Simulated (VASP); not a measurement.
## AlRu: single point with PBE0

AlRu:

```
CELL_PARAMETERS angstrom
2.99160 0.00000 0.00000
0.00000 2.99160 0.00000
0.00000 0.00000 2.99160
ATOMIC_POSITIONS crystal
Ru 0.50000 0.50000 0.50000
Al 0.00000 0.00000 0.00000
```

```
Program             : VASP 6.6.1
Task                : single point
Functional          : PBE0
Potentials or basis : VASP PAW PBE potentials, release 64 (Ru_pv, Al)
Cutoff              : 520 eV
k mesh              : 5 × 5 × 5
Occupations         : fermi-dirac, width 0.05 eV
Spin                : no spin polarisation
```

```yaml
Pressure: -3.8 GPa
```

Levels at points of the mesh, in eV from the Fermi level:
```tsv
k point	band 7	band 8	band 9	band 10	band 11	band 12
(0.00, 0.00, 0.00)	-0.48	-0.48	-0.48	7.25	7.25	7.25
```

Wall time 8.1 min on 1 thread of Intel Xeon 6975P-C (shared host), peak memory 0.15 GiB.

Caveat: the k points lie up to 0.42 Å⁻¹ apart; the PAW data sets were made with another functional, which shifts forces and pressure a little.
